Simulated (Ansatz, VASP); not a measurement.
**NaLa in VASP and in Ansatz**

Contents of INCAR:

```
  PREC = Accurate
  ENCUT = 500
  EDIFF = 1E-6
  ISMEAR = 0
  SIGMA = 0.1
  LREAL = False
  LASPH = True
  NELM = 200
  ALGO = Normal
  ISIF = 2
  LWAVE = False
  LCHARG = False
  GGA = LIBXC
  LIBXC1 = GGA_X_B88
  LIBXC2 = GGA_C_PBE
  NBANDS = 16
  GGA_COMPAT = False
  LMAXMIX = 6
```

File KPOINTS:

```
Automatic mesh
0
Gamma
  7 7 4
```

The input POSCAR:

```
NaLa
1.0
    3.4860416667      0.0000000000      0.0000000000
   -1.7430256667      3.0189966667      0.0000000000
    0.0000000000      0.0000000000      6.9386468490
Na La
1 1
Direct
    0.0000000000      0.0000000000      0.0000000000
    0.3333333333      0.6666666667      0.5000000000
```

Input for Ansatz:

```yaml
crystal:
  lattice:
    - [3.486041666666667, 0.0, 0.0]
    - [-1.7430256666666666, 3.0189966666666668, 0.0]
    - [0.0, 0.0, 6.938646848989299]
  atoms:
    - { symbol: Na, position: [0.0, 0.0, 0.0] }
    - { symbol: La, position: [0.3333333333333333, 0.6666666666666666, 0.5] }
basis:
  ecutwfc: 420.0
kpoints:
  mp_grid:
    grid: [7, 7, 4]
hamiltonian:
  xc:
    exchange: b88
    correlation: pbe
scf:
  max_iter: 80
  occupations:
    method: gaussian
  eigensolver:
    kind: davidson
output:
  stress: true
```

Alike in both runs: task single point; functional b88 exchange, pbe correlation; k mesh 7 × 7 × 4; no spin polarisation.

|  | VASP | Ansatz |
| --- | --- | --- |
| version | VASP 6.6.1 | Ansatz 0.2.0 |
| potentials or method | VASP PAW PBE potentials, release 64 (Na_pv, La), cutoff 500 eV | plane waves, PAW |
| occupations | gaussian, width 0.1 eV | gaussian |
| valence electrons in the cell | 18 | 20 |

|  | VASP | Ansatz | Ansatz less VASP |
| --- | --- | --- | --- |
| pressure (GPa) | 0.2 | 0.2 | +0.01 |
| traceless stress, the component that is largest in VASP (GPa) | -1.59 | -1.60 | -0.007 |

VASP's potentials were made for PBE, not for b88 exchange, pbe correlation. VASP's potentials hold 18 valence electrons a cell and Ansatz's 20, so a difference there can come from the potentials and not from the codes. Ansatz's warnings: structure snapped to symmetry.

Neither program's run includes spin-orbit coupling.
